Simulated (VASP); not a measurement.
Here is a VASP 6.6.1 calculation.

File INCAR:

```
  ALGO = Normal
  EDIFF = 1E-6
  ENCUT = 520
  GGA = PE
  ISIF = 2
  ISMEAR = 0
  LASPH = T
  LCHARG = F
  LREAL = F
  LWAVE = F
  NBANDS = 50
  NELM = 60
  PREC = Accurate
  SIGMA = 0.1
```

The input KPOINTS:

```
k-points
0
Gamma
  4 4 2
```

Contents of POSCAR:

```
LuTlAu4
1.0
    3.9588035000      0.0000000000      0.0000000000
    0.0000000000      3.9588035000      0.0000000000
    0.0000000000      0.0000000000      8.4200198800
Lu Tl Au
1 1 4
Direct
    0.5000000000      0.5000000000      0.5000000000
    0.0000000000      0.0000000000      0.0000000000
    0.0000000000      0.0000000000      0.7073945100
    0.0000000000      0.0000000000      0.2926054900
    0.0000000000      0.0000000000      0.5000000000
    0.5000000000      0.5000000000      0.0000000000
```

Potentials or basis: VASP PAW PBE potentials, release 64 (Lu, Tl_d, Au).

Run with:

```bash
$ cat potpaw_PBE.64/Lu/POTCAR potpaw_PBE.64/Tl_d/POTCAR potpaw_PBE.64/Au/POTCAR > POTCAR
$ mpirun -np 1 vasp_std > vasp.out
```

What does it give for the largest force?

48.759 eV/Å.

What does it give for the band gap on the k mesh?

Zero (band 41 reaches 8.90 eV, above the bottom of band 42 at 6.57 eV).

Stress tensor (GPa, compression positive):
```
 10.29   0.00   0.00
  0.00  10.29   0.00
  0.00   0.00 242.37
```

Caveat: the k points lie up to 0.40 Å⁻¹ apart; spin-orbit coupling is left out, which moves the levels of the heavy elements; forces of over 1 eV/Å act on the atoms, so gaps and moduli don't describe the material at rest.
